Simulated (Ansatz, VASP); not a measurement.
Pt: VASP beside Ansatz

```
CELL_PARAMETERS angstrom
2.70829 0.00000 0.00000
-1.35415 2.34545 0.00000
0.00000 0.00000 9.35302
ATOMIC_POSITIONS crystal
Pt 0.63232 0.32225 0.37500
Pt 0.63232 0.32225 0.87500
Pt 0.36768 0.67775 0.12500
Pt 0.36768 0.67775 0.62500
```

Change from the starting cell: mode 1 frozen in at -0.078 Å and mode 2 at -0.026 Å (largest displacements).

Alike in both runs: task single point; functional LDA; k mesh 18 × 18 × 6; occupations gaussian, width 0.15 eV; no spin polarisation.

|  | VASP | Ansatz |
| --- | --- | --- |
| version | VASP 6.6.1 | Ansatz 0.2.0 |
| potentials or method | VASP PAW LDA potentials, release 64 (Pt), cutoff 520 eV | scalar-relativistic, plane waves, PAW |
| valence electrons in the cell | 40 | 72 |

```tsv
	VASP	Ansatz	Ansatz less VASP
gap on the k mesh at the Fermi level (eV)	none	none	-
pressure (GPa)	1.1	0.3	-0.80
traceless stress, the component that is largest in VASP (GPa)	-0.27	-0.21	+0.061
rms of the force components (eV/Å)	0.053	0.056	+0.0029
```

Ansatz warns that its potentials were made for another functional, while VASP's fit it. LDA's correlation is that of Perdew and Zunger in VASP and of Perdew and Wang (1992) in Ansatz. Atom by atom the forces differ by 0.003 eV/Å (rms over components). A gap of «none» marks a metal or a gap that the smearing closes. VASP's potentials hold 40 valence electrons a cell and Ansatz's 72, so a difference there can come from the potentials and not from the codes.

Neither program's run includes spin-orbit coupling.
